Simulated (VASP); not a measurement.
# K (P4/mmm) in VASP: a series of runs

Runs on K. Level: LDA. Tasks: single point.

Program: VASP 6.6.1. These are calculated values, not measurements. Logs are shortened: lines on timing, memory, paths and dates and some standing lists are left out, and cuts for length are marked.

## 1. The cell of the first run

Symmetry: P4/mmm, No. 123, tetragonal system. Conventional cell: a = 10.332 Å, b = 10.332 Å, c = 4.325 Å, α = 90.00°, β = 90.00°, γ = 90.00°. Within 5.7 Å of K (site symmetry 4/mmm) lie 2 K at 4.32 Å.

## 2. Single point, LDA (strain +0.0250 x Voigt [1, 1, 0, 0, 0, 0])

The input, INCAR:

```
PREC = Accurate
ENCUT = 520
EDIFF = 1E-6
ISMEAR = 0
SIGMA = 0.15
LREAL = False
LASPH = True
NELM = 100
ALGO = Normal
ISIF = 2
LWAVE = False
LCHARG = False
GGA = CA
NBANDS = 10
```

The input, KPOINTS:

```
regular mesh
0
Gamma
  6 6 12
```

The input, POSCAR:

```
K
1.0
   10.3315957297      0.0000000000      0.0000000000
    0.0000000000     10.3315957297      0.0000000000
    0.0000000000      0.0000000000      4.3245983300
K
1
Direct
    0.0000000000      0.0000000000      0.0000000000
```

Potentials or basis: VASP PAW LDA potentials, release 64 (K_sv).

On the command line:

```bash
$ cat potpaw_LDA.64/K_sv/POTCAR > POTCAR
$ mpirun -np 1 vasp_std > vasp.out
```

OUTCAR:

```text
PREC = Accurate
   ENCUT = 520
   EDIFF = 1E-6
   ISMEAR = 0
   LREAL = False
   LASPH = True
   NELM = 100
   ISIF = 2
   GGA = CA

 ion  position               nearest neighbor table
   1  0.000  0.000  0.000-

  LATTYP: Found a simple tetragonal cell.
 ALAT       =    10.3315957297
 C/A-ratio  =     0.4185799022

  Lattice vectors:

 A1 = (  10.3315957297,   0.0000000000,   0.0000000000)
 A2 = (   0.0000000000,  10.3315957297,   0.0000000000)
 A3 = (   0.0000000000,   0.0000000000,   4.3245983300)

Analysis of symmetry for initial positions (statically):
=====================================================================
 Subroutine PRICEL returns:
 Original cell was already a primitive cell.

 Routine SETGRP: Setting up the symmetry group for a
 simple tetragonal supercell.

 Subroutine GETGRP returns: Found 16 space group operations
 (whereof 16 operations were pure point group operations)
 out of a pool of 16 trial point group operations.

The static configuration has the point symmetry D_4h.

Analysis of symmetry for dynamics (positions and initial velocities):
=====================================================================
 Subroutine PRICEL returns:
 Original cell was already a primitive cell.

 Routine SETGRP: Setting up the symmetry group for a
 simple tetragonal supercell.

 Subroutine GETGRP returns: Found 16 space group operations
 (whereof 16 operations were pure point group operations)
 out of a pool of 16 trial point group operations.

The dynamic configuration has the point symmetry D_4h.

 Subroutine INISYM returns: Found 16 space group operations
 (whereof 16 operations are pure point group operations),
 and found     1 'primitive' translations

----------------------------------------------------------------------------------------

                                     Primitive cell

  volume of cell :     461.6157

  direct lattice vectors                    reciprocal lattice vectors
    10.331595730  0.000000000  0.000000000     0.096790469  0.000000000  0.000000000
     0.000000000 10.331595730  0.000000000     0.000000000  0.096790469  0.000000000
     0.000000000  0.000000000  4.324598330     0.000000000  0.000000000  0.231235348

  length of vectors
    10.331595730 10.331595730  4.324598330     0.096790469  0.096790469  0.231235348

  position of ions in fractional coordinates (direct lattice)
     0.000000000  0.000000000  0.000000000

[... 74 lines left out ...]
   NELM   =    100;   NELMIN=  2; NELMDL= -5     # of ELM steps
   EDIFF  = 0.1E-05   stopping-criterion for ELM
   LREAL  =      F    real-space projection
   EDIFFG = 0.1E-04   stopping-criterion for IOM
   NSW    =      0    number of steps for IOM
   IBRION =     -1    ionic relax: 0-MD 1-quasi-New 2-CG
   NFREE  =      0    steps in history (QN), initial steepest desc. (CG)
   ISIF   =      2    stress and relaxation
   ISYM   =      2    0-nonsym 1-usesym 2-fastsym
   POTIM  = 0.5000    time-step for ionic-motion
   TEBEG  =    0.0;   TEEND  =   0.0 temperature during run
   PSTRESS=    0.0 pullay stress
   NELECT =       9.0000    total number of electrons
   NUPDOWN=      -1.0000    fix difference up-down
   EMIN   =  10.00;   EMAX   =-10.00  energy-range for DOS
   EFERMI =   0.00;   METHOD = LEGACY
   ISMEAR =     0;   SIGMA  =   0.15  broadening in eV -4-tet -1-fermi 0-gaus
   EFERMI_NEDOS =   21; number of points for ismear=-14 and -15
   IALGO  =     38    algorithm
   IMIX   =      4    mixing-type and parameters
     AMIX     =   0.40;   BMIX     =  1.00
     AMIX_MAG =   1.60;   BMIX_MAG =  1.00
  volume/ion in A,a.u.               =     461.62      3115.14
  Fermi-wavevector in a.u.,A,eV,Ry     =   0.440618  0.832647  2.641491  0.194144
  Thomas-Fermi vector in A             =   1.415419
   LORBIT       =      0    0 simple, 1 ext, 2 COOP (PROOUT), +10 PAW based schemes
   GGA     = CA    functional components
   LHFCALC =     F    Hartree Fock is set to
   AEXX    =    0.0000 exact exchange contribution
   IVDW    =     0    specifies the selected vdW correction
   LEPSILON=     F    determine dielectric tensor
   LRPA    =     F    only Hartree local field effects (RPA)
 non-spin polarized calculation
 Gauss-broadening in eV      SIGMA  =   0.15
  energy-cutoff  :      520.00
  volume of cell :      461.62
 maximum number of plane-waves:     12484
 NGX is ok and might be reduce to    80
   NGX = 39   NGY = 39   NGZ = 17

 number of electron       9.0000002 magnetization

 Free energy of the ion-electron system (eV)
  ---------------------------------------------------
  ext. energy  EPLUGINS =         0.00000000
  ---------------------------------------------------
  free energy    TOTEN  =        -0.59613833 eV

  energy without entropy =       -0.58202995  energy(sigma->0) =       -0.58908414

 E-fermi :  -2.1439     XC(G=0):  -2.0639

 val. band max:       -2.1442433974   @ k =   0.3333   0.1667   0.2500
 cond. band min:      -2.1433963036   @ k =   0.5000   0.0000   0.2500
 fundamental gap:      0.0008470938
 Fermi energy:        -2.1438708987

 k-point     1 :       0.0000    0.0000    0.0000
  band No.  band energies     occupation
      1     -34.4096      2.00000
      2     -18.1290      2.00000
      3     -18.1290      2.00000
      4     -18.0494      2.00000
      5      -2.7667      2.00000
      6      -0.7167      0.00000
      7      -0.7167      0.00000
      8      -0.2299      0.00000
      9       0.0166      0.00000
     10       0.5730      0.00000
[... 287 lines left out ...]
 k-point    24 :       0.5000    0.0000    0.1667
  band No.  band energies     occupation
      1     -34.4085      2.00000
      2     -18.1269      2.00000
      3     -18.1269      2.00000
      4     -18.0701      2.00000
      5      -2.4701      1.99790
      6      -0.8777      0.00000
      7      -0.5150      0.00000
      8       0.1955      0.00000
      9       0.5403      0.00000
     10       0.8398      0.00000

 [... further k-points ...]
[... 5 lines left out ...]
  --------------------------------------------------------------------------------------
  -------------------------------------------------------------------------------------
  Total       -0.0156376     -0.0156376     -0.3697078      0.0000000      0.0000000      0.0000000
  in kB       -0.0542752     -0.0542752     -1.2831831      0.0000000      0.0000000      0.0000000
  external PRESSURE =      -0.4639112 kB  Pullay stress =       0.0000000 kB

 VOLUME and BASIS-vectors are now :
 -----------------------------------------------------------------------------
  energy-cutoff  :      520.00
  volume of cell :      461.62
      direct lattice vectors                 reciprocal lattice vectors
    10.331595730  0.000000000  0.000000000     0.096790469  0.000000000  0.000000000
     0.000000000 10.331595730  0.000000000     0.000000000  0.096790469  0.000000000
     0.000000000  0.000000000  4.324598330     0.000000000  0.000000000  0.231235348

 POSITION                                       TOTAL-FORCE (eV/Angst)
 -----------------------------------------------------------------------------------
      0.00000      0.00000      0.00000         0.000000      0.000000      0.000000
 -----------------------------------------------------------------------------------
    total drift:                               -0.000000      0.000000      0.000000

  FREE ENERGIE OF THE ION-ELECTRON SYSTEM (eV)
  ---------------------------------------------------
  free  energy   TOTEN  =        -0.5961383308 eV

  energy  without entropy=       -0.5820299483  energy(sigma->0) =       -0.58908414
```

OSZICAR:

```text
N       E                     dE             d eps       ncg     rms          rms(c)
DAV:   1     0.564925029642E+02    0.56493E+02   -0.24006E+03  1608   0.512E+02
DAV:   2     0.428192508149E+01   -0.52211E+02   -0.51060E+02  1584   0.139E+02
DAV:   3    -0.209445287577E+00   -0.44914E+01   -0.44821E+01  1828   0.406E+01
DAV:   4    -0.595406588000E+00   -0.38596E+00   -0.38104E+00  2498   0.901E+00
DAV:   5    -0.598187551556E+00   -0.27810E-02   -0.27783E-02  1976   0.787E-01    0.752E-01
DAV:   6    -0.597844294623E+00    0.34326E-03   -0.16393E-03  2010   0.230E-01    0.484E-01
DAV:   7    -0.595453865323E+00    0.23904E-02   -0.49606E-03  1986   0.373E-01    0.822E-02
DAV:   8    -0.595378634841E+00    0.75230E-04   -0.48429E-04  2208   0.101E-01    0.322E-02
DAV:   9    -0.595259211530E+00    0.11942E-03   -0.39264E-04  2050   0.595E-02    0.207E-02
DAV:  10    -0.595582885486E+00   -0.32367E-03   -0.67160E-05  1732   0.369E-02    0.140E-02
DAV:  11    -0.595945474090E+00   -0.36259E-03   -0.21801E-04  1802   0.247E-02    0.656E-03
DAV:  12    -0.596023271598E+00   -0.77798E-04   -0.11424E-05  2034   0.953E-03    0.439E-03
DAV:  13    -0.596123049865E+00   -0.99778E-04   -0.33219E-05  1560   0.882E-03    0.195E-03
DAV:  14    -0.596135245732E+00   -0.12196E-04   -0.30700E-06  2014   0.249E-03    0.808E-04
DAV:  15    -0.596138224008E+00   -0.29783E-05   -0.18045E-06  1574   0.198E-03    0.509E-04
DAV:  16    -0.596138330776E+00   -0.10677E-06   -0.74917E-08  2002   0.669E-04
   1 F= -.59613833E+00 E0= -.58908414E+00  d E =-.141084E-01
```

Wall time 6.6 min (1 thread of Intel Xeon Platinum 8375C at 2.90GHz (Ice Lake), shared host); peak memory 0.55 GiB.

Results:

| Quantity | Value |
| --- | --- |
| Free energy | -0.5961 eV |
| Pressure | 0.0 GPa |

Caveat: the cell differs from its parent crystal (strain +0.0250 x Voigt [1, 1, 0, 0, 0, 0]).

## 3. Single point, LDA (strain -0.0500 x Voigt [1, 1, 0, 0, 0, 0])

The input, INCAR:

```
ALGO = Normal
EDIFF = 1E-6
ENCUT = 520
ISIF = 2
ISMEAR = 0
LASPH = True
LCHARG = False
LREAL = False
LWAVE = False
NBANDS = 10
NELM = 100
PREC = Accurate
SIGMA = 0.15
```

The input, KPOINTS:

```
k-points
0
Gamma
  6 6 12
```

The input, POSCAR:

```
K
1.0
    9.5756253105      0.0000000000      0.0000000000
    0.0000000000      9.5756253105      0.0000000000
    0.0000000000      0.0000000000      4.3245983300
K
1
Direct
    0.0000000000      0.0000000000      0.0000000000
```

Potentials or basis: VASP PAW LDA potentials, release 64 (K_sv).

On the command line:

```bash
$ cat potpaw_LDA.64/K_sv/POTCAR > POTCAR
$ mpirun -np 1 vasp_std > vasp.out
```

OUTCAR:

```text
EDIFF = 1E-6
   ENCUT = 520
   ISIF = 2
   ISMEAR = 0
   LASPH = True
   LREAL = False
   NELM = 100
   PREC = Accurate

 ion  position               nearest neighbor table
   1  0.000  0.000  0.000-

  LATTYP: Found a simple tetragonal cell.
 ALAT       =     9.5756253105
 C/A-ratio  =     0.4516256839

  Lattice vectors:

 A1 = (   9.5756253105,   0.0000000000,   0.0000000000)
 A2 = (   0.0000000000,   9.5756253105,   0.0000000000)
 A3 = (   0.0000000000,   0.0000000000,   4.3245983300)

Analysis of symmetry for initial positions (statically):
=====================================================================
 Subroutine PRICEL returns:
 Original cell was already a primitive cell.

 Routine SETGRP: Setting up the symmetry group for a
 simple tetragonal supercell.

 Subroutine GETGRP returns: Found 16 space group operations
 (whereof 16 operations were pure point group operations)
 out of a pool of 16 trial point group operations.

The static configuration has the point symmetry D_4h.

Analysis of symmetry for dynamics (positions and initial velocities):
=====================================================================
 Subroutine PRICEL returns:
 Original cell was already a primitive cell.

 Routine SETGRP: Setting up the symmetry group for a
 simple tetragonal supercell.

 Subroutine GETGRP returns: Found 16 space group operations
 (whereof 16 operations were pure point group operations)
 out of a pool of 16 trial point group operations.

The dynamic configuration has the point symmetry D_4h.

 Subroutine INISYM returns: Found 16 space group operations
 (whereof 16 operations are pure point group operations),
 and found     1 'primitive' translations

----------------------------------------------------------------------------------------
[... 107 lines left out ...]
   EFERMI_NEDOS =   21; number of points for ismear=-14 and -15
   IALGO  =     38    algorithm
   IMIX   =      4    mixing-type and parameters
     AMIX     =   0.40;   BMIX     =  1.00
     AMIX_MAG =   1.60;   BMIX_MAG =  1.00
  volume/ion in A,a.u.               =     396.53      2675.94
  Fermi-wavevector in a.u.,A,eV,Ry     =   0.463513  0.875913  2.923139  0.214845
  Thomas-Fermi vector in A             =   1.451727
   LORBIT       =      0    0 simple, 1 ext, 2 COOP (PROOUT), +10 PAW based schemes
   GGA     = CA    functional components
   LHFCALC =     F    Hartree Fock is set to
   AEXX    =    0.0000 exact exchange contribution
   IVDW    =     0    specifies the selected vdW correction
   LEPSILON=     F    determine dielectric tensor
   LRPA    =     F    only Hartree local field effects (RPA)
 non-spin polarized calculation
 Gauss-broadening in eV      SIGMA  =   0.15
  energy-cutoff  :      520.00
  volume of cell :      396.53
 maximum number of plane-waves:     10732
 NGX is ok and might be reduce to    72
   NGX = 35   NGY = 35   NGZ = 17

 number of electron       9.0000000 magnetization

 Free energy of the ion-electron system (eV)
  ---------------------------------------------------
  ext. energy  EPLUGINS =         0.00000000
  ---------------------------------------------------
  free energy    TOTEN  =        -0.59849650 eV

  energy without entropy =       -0.58468427  energy(sigma->0) =       -0.59159039

 E-fermi :  -2.0753     XC(G=0):  -2.3100

 val. band max:       -2.0760223736   @ k =   0.3333   0.1667   0.2500
 cond. band min:      -2.0735950206   @ k =   0.5000   0.0000   0.2500
 fundamental gap:      0.0024273530
 Fermi energy:        -2.0752612032

 k-point     1 :       0.0000    0.0000    0.0000
  band No.  band energies     occupation
      1     -34.3432      2.00000
      2     -18.0622      2.00000
      3     -18.0622      2.00000
      4     -17.9833      2.00000
      5      -2.7207      2.00000
      6      -0.5647      0.00000
      7      -0.5647      0.00000
      8      -0.1759      0.00000
      9       0.0582      0.00000
     10       0.7571      0.00000
[... 287 lines left out ...]
 k-point    24 :       0.5000    0.0000    0.1667
  band No.  band energies     occupation
      1     -34.3421      2.00000
      2     -18.0601      2.00000
      3     -18.0601      2.00000
      4     -18.0039      2.00000
      5      -2.4003      1.99782
      6      -0.8863      0.00000
      7      -0.3444      0.00000
      8       0.2697      0.00000
      9       0.6514      0.00000
     10       1.0221      0.00000

 [... further k-points ...]
[... 5 lines left out ...]
  --------------------------------------------------------------------------------------
  -------------------------------------------------------------------------------------
  Total       -0.0275113     -0.0275113     -0.3675186      0.0000000      0.0000000      0.0000000
  in kB       -0.1111583     -0.1111583     -1.4849433      0.0000000      0.0000000      0.0000000
  external PRESSURE =      -0.5690866 kB  Pullay stress =       0.0000000 kB

 VOLUME and BASIS-vectors are now :
 -----------------------------------------------------------------------------
  energy-cutoff  :      520.00
  volume of cell :      396.53
      direct lattice vectors                 reciprocal lattice vectors
     9.575625310  0.000000000  0.000000000     0.104431822  0.000000000  0.000000000
     0.000000000  9.575625310  0.000000000     0.000000000  0.104431822  0.000000000
     0.000000000  0.000000000  4.324598330     0.000000000  0.000000000  0.231235348

 POSITION                                       TOTAL-FORCE (eV/Angst)
 -----------------------------------------------------------------------------------
      0.00000      0.00000      0.00000         0.000000      0.000000      0.000000
 -----------------------------------------------------------------------------------
    total drift:                                0.000000      0.000000      0.000000

  FREE ENERGIE OF THE ION-ELECTRON SYSTEM (eV)
  ---------------------------------------------------
  free  energy   TOTEN  =        -0.5984964992 eV

  energy  without entropy=       -0.5846842738  energy(sigma->0) =       -0.59159039
```

stdout:

```text
POSCAR found type information on POSCAR K
 POSCAR found :  1 types and       1 ions
 scaLAPACK will be used
 LDA part: xc-table for (Slater(with rela. corr.)+CA(PZ))
 , standard interpolation
 POSCAR, INCAR and KPOINTS ok, starting setup
 FFT: planning ... GRIDC
 FFT: planning ... GRID_SOFT
 FFT: planning ... GRID
 WAVECAR not read
 entering main loop
```

Run time: 5 min. Hardware: 1 thread of Intel Xeon Platinum 8375C at 2.90GHz (Ice Lake), shared host; peak memory 0.48 GiB.

Results:

| Item | Value |
| --- | --- |
| Free energy | -0.5985 eV |
| Pressure | -0.1 GPa |

Stress tensor (GPa, compression positive):
```
-0.01  0.00  0.00
 0.00 -0.01  0.00
 0.00  0.00 -0.15
```

Caveat: the cell differs from its parent crystal (strain -0.0500 x Voigt [1, 1, 0, 0, 0, 0]).
